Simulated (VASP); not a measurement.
Wanted: the native input for a VASP 6.6.1 run.

* Task: electric field gradients
* Functional: LDA
* Potentials or basis: VASP PAW LDA potentials, release 64 (Ta_sv_GW, Ru_sv)
* Cutoff: 420 eV
* k mesh: 11 × 11 × 10
* Occupations: fermi-dirac, width 0.05 eV
* Spin: no spin polarisation
* Dipole correction: no
* Further INCAR settings: ALGO = Normal; EDIFF = 1e-08; NBANDS = 22

The structure of TaRu lies in POSCAR:

```
TaRu
1.0
    3.0530000000      0.0000000000      0.0000000000
    0.0000000000      3.0530000000      0.0000000000
    0.0000000000      0.0000000000      3.3212200000
Ta Ru
1 1
Direct
    0.5000000000      0.5000000000      0.5000000000
    0.0000000000      0.0000000000      0.0000000000
```

This cell differs from its parent crystal: zz strain of -2 %.

These files were run (other wordings do the same):

INCAR

```
SYSTEM = TaRu
  PREC = Accurate
  ENCUT = 420
  EDIFF = 1E-8
  ISMEAR = -1
  SIGMA = 0.05
  LREAL = .FALSE.
  LASPH = .TRUE.
  NELM = 120
  ALGO = Normal
  ISIF = 2
  LWAVE = .FALSE.
  LCHARG = .FALSE.
  LEFG = .TRUE.
  NBANDS = 22
  GGA_COMPAT = .FALSE.
```

KPOINTS

```
Automatic mesh
0
G
  11 11 10
  0 0 0
```

Potentials or basis: VASP PAW LDA potentials, release 64 (Ta_sv_GW, Ru_sv).

The run is started by

```sh
$ cat potpaw_LDA.64/Ta_sv_GW/POTCAR potpaw_LDA.64/Ru_sv/POTCAR > POTCAR
$ mpirun -np 1 vasp_std > vasp.out
```

It gave:

```
Pressure                                : -6.5 GPa
Band gap on the k mesh                  : zero (an odd number of electrons rules out a gap without spin polarisation)
Largest electric field gradient by atom : Ta +5.7; Ru +22.3 V/Å²
```

Caveat: the cell differs from its parent crystal (zz strain of -2 %); the cell stands under tension; without QUAD_EFG the Cq values of the log hold for a quadrupole moment of 1 mb, not for the nuclei; spin-orbit coupling is left out, which moves the levels of the heavy elements.

It took 32 s on 1 thread of Intel(R) Xeon(R) Platinum 8488C (Sapphire Rapids), on a shared host, peak memory 0.18 GiB.
